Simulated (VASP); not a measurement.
Wanted: the native input for a VASP 6.6.1 run.

- Task: relaxation of cell and atoms
- Functional: BLYP
- Potentials or basis: VASP PAW PBE potentials, release 64 (W_sv, S)
- Cutoff: 600 eV
- k mesh: 10 × 10 × 3
- Occupations: fermi-dirac, width 0.05 eV
- Spin: no spin polarisation
- Dipole correction: no
- Further INCAR settings: ALGO = Normal; EDIFF = 1e-06; IBRION = 2; EDIFFG = -0.01; NSW = 60; ISIF = 3

The structure of WS2 lies in POSCAR:

```
WS2
1.0
    3.1800000000      0.0000000000      0.0000000000
   -1.5900000000      2.7539607840      0.0000000000
    0.0000000000      0.0000000000     12.5000000000
W S
2 4
Direct
    0.6666666667      0.3333333333      0.7500000000
    0.3333333333      0.6666666667      0.2500000000
    0.6666666667      0.3333333333      0.3750000000
    0.3333333333      0.6666666667      0.8750000000
    0.6666666667      0.3333333333      0.1250000000
    0.3333333333      0.6666666667      0.6250000000
```

The input as run:

INCAR

```
AGGAC = 1.0 ; AGGAX = 1.0
ALDAC = 0.0 ; ALDAX = 1.0
ALGO = Normal ; EDIFF = 1E-6
EDIFFG = -0.01 ; ENCUT = 600
GGA = B5 ; IBRION = 2
ISIF = 3 ; ISMEAR = -1
LASPH = T ; LCHARG = F
LREAL = F ; LWAVE = F
NELM = 100 ; NSW = 60
PREC = Accurate ; SIGMA = 0.05
```

KPOINTS

```
k-points
0
Gamma
  10 10 3
```

Potentials or basis: VASP PAW PBE potentials, release 64 (W_sv, S).

Run with:

```sh
$ cat potpaw_PBE.64/W_sv/POTCAR potpaw_PBE.64/S/POTCAR > POTCAR
$ mpirun -np 1 vasp_std > vasp.out
```

Results of the run:

| Property | Result |
| --- | --- |
| Relaxed volume | 23.73 Å³/atom |
| Relaxed cell | a = 3.264 Å, b = 3.264 Å, c = 15.433 Å, α = 90.00°, β = 90.00°, γ = 120.00° |
| Space group after relaxing (to 0.1 Å) | P6_3/mmc (No. 194) |
| Energy gained by relaxing | 60.4 meV/atom |
| Ionic steps | 38 |
| Pressure after relaxing | 0.0 GPa |
| Largest force after relaxing | 0.007 eV/Å |
| Band gap on the k mesh | 1.48 eV (least direct gap 1.90 eV) |

Caveat: the volume moved by over 15 % at a fixed basis, so the end points are rough; the PAW data sets were made with another functional, which shifts forces and pressure a little; spin-orbit coupling is left out, which moves the levels of the heavy elements; this functional lacks dispersion, which binds layers or chains, so the pressure and a relaxed spacing across them are unreliable.

Run time: 30 min on 1 thread of Intel(R) Xeon(R) 6975P-C (Granite Rapids), on a shared host, peak memory 0.33 GiB.
